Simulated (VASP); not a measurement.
Wanted: the native input for a VASP 6.6.1 run.

```
Task                   : single point
Functional             : PBEsol
Dispersion             : D3(BJ)
Potentials or basis    : VASP PAW PBE potentials, release 64 (W_sv, S)
Cutoff                 : 520 eV
k mesh                 : 12 × 12 × 4
Occupations            : gaussian, width 0.05 eV
Spin                   : no spin polarisation
Dipole correction      : no
Further INCAR settings : ALGO = Normal; EDIFF = 1e-06; NBANDS = 35
```

The structure of WS2 lies in POSCAR:

```
WS2
1.0
    3.2782505854      0.0000000000      0.0000000000
   -1.6391252927      2.8390482870      0.0000000000
    0.0000000000      0.0000000000     11.7722466704
W S
2 4
Direct
    0.3333333333      0.6666666667      0.2500000000
    0.6666666667      0.3333333333      0.7500000000
    0.3333333333      0.6666666667      0.6164531912
    0.6666666667      0.3333333333      0.1164531912
    0.3333333333      0.6666666667      0.8835468088
    0.6666666667      0.3333333333      0.3835468088
```

This cell differs from its parent crystal: strain +0.0525 x Voigt [1, 1, 0, 0, 0, 0].

One way to write it, as run:

INCAR

```
SYSTEM = WS2
PREC = Accurate
ENCUT = 520
EDIFF = 1E-6
ISMEAR = 0
SIGMA = 0.05
LREAL = .False.
LASPH = .True.
NELM = 100
ALGO = Normal
ISIF = 2
LWAVE = .False.
LCHARG = .True.
GGA = PS
IVDW = 12
LELF = .True.
LVHAR = .True.
NBANDS = 35
```

KPOINTS

```
Automatic mesh
0
Gamma
  12 12 4
  0 0 0
```

Potentials or basis: VASP PAW PBE potentials, release 64 (W_sv, S).

Launch:

```sh
$ cat potpaw_PBE.64/W_sv/POTCAR potpaw_PBE.64/S/POTCAR > POTCAR
$ mpirun -np 1 vasp_std > vasp.out
```

Results of the run:

| Quantity | Value |
| --- | --- |
| Pressure | -14.6 GPa |
| Largest force | 1.034 eV/Å |
| Band gap on the k mesh | 0.69 eV, indirect (least direct gap 1.41 eV) |
| Dispersion energy per atom | -0.375 eV |

Caveat: the cell differs from its parent crystal (strain +0.0525 x Voigt [1, 1, 0, 0, 0, 0]); the PAW data sets were made with another functional, which shifts forces and pressure a little; spin-orbit coupling is left out, which moves the levels of the heavy elements.

Wall time 110 s on 1 thread of Intel(R) Xeon(R) Platinum 8488C (Sapphire Rapids), on a shared host, peak memory 0.33 GiB.
